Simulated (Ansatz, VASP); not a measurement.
**SnSe2: VASP beside Ansatz**

INCAR

```
SYSTEM = SnSe2
  PREC = Accurate
  ENCUT = 600
  EDIFF = 1E-6
  ISMEAR = 0
  SIGMA = 0.01
  LREAL = .False.
  LASPH = .True.
  NELM = 60
  ALGO = Normal
  ISIF = 3
  LWAVE = .False.
  LCHARG = .False.
  GGA = PE
  IVDW = 12
  IBRION = 2
  NSW = 60
  EDIFFG = -0.005
```

Contents of KPOINTS:

```
Automatic mesh
0
Gamma
  6 6 4
  0 0 0
```

File POSCAR:

```
SnSe2
1.0
    3.8110000000      0.0000000000      0.0000000000
   -1.9055000000      3.3004228100      0.0000000000
    0.0000000000      0.0000000000      6.1360000000
Sn Se
1 2
Direct
    0.0000000000      0.0000000000      0.0000000000
    0.3333333343      0.6666666687      0.2490000000
    0.6666666672      0.3333333343      0.7510000000
```

Input for Ansatz:

```yaml
crystal:
  lattice:
    - [3.811, 0.0, 0.0]
    - [-1.9055, 3.30042281, 0.0]
    - [0.0, 0.0, 6.136]
  atoms:
    - { symbol: Sn, position: [0.0, 0.0, 0.0] }
    - { symbol: Se, position: [0.3333333343433049, 0.6666666686866098, 0.24900000000000003] }
    - { symbol: Se, position: [0.6666666671716525, 0.3333333343433049, 0.751] }
basis:
  ecutwfc: 557.833418042754
kpoints:
  mp_grid:
    grid: [6, 6, 4]
hamiltonian:
  xc: pbe
  dispersion: d3bj
scf:
  occupations:
    method: fixed
relax:
  f_tol: 0.005
  max_steps: 40
  cell: {}
```

Alike in both runs: task relaxation of cell and atoms; functional PBE; dispersion D3(BJ); k mesh 6 × 6 × 4; no spin polarisation.

|  | VASP | Ansatz |
| --- | --- | --- |
| version | VASP 6.6.1 | Ansatz 0.2.0 |
| potentials or method | VASP PAW PBE potentials, release 64 (Sn_d, Se), cutoff 600 eV | plane waves, PAW |
| occupations | gaussian, width 0.01 eV | fixed |
| valence electrons in the cell | 26 | 46 |

|  | VASP | Ansatz | Ansatz less VASP |
| --- | --- | --- | --- |
| relaxed volume (Å³/atom) | 25.61 | 25.60 | -0.015 |
| relaxed cell length with the largest relative difference (Å) | 3.844 | 3.843 | -0.0017 |

VASP's potentials hold 26 valence electrons a cell and Ansatz's 46, so a difference there can come from the potentials and not from the codes.
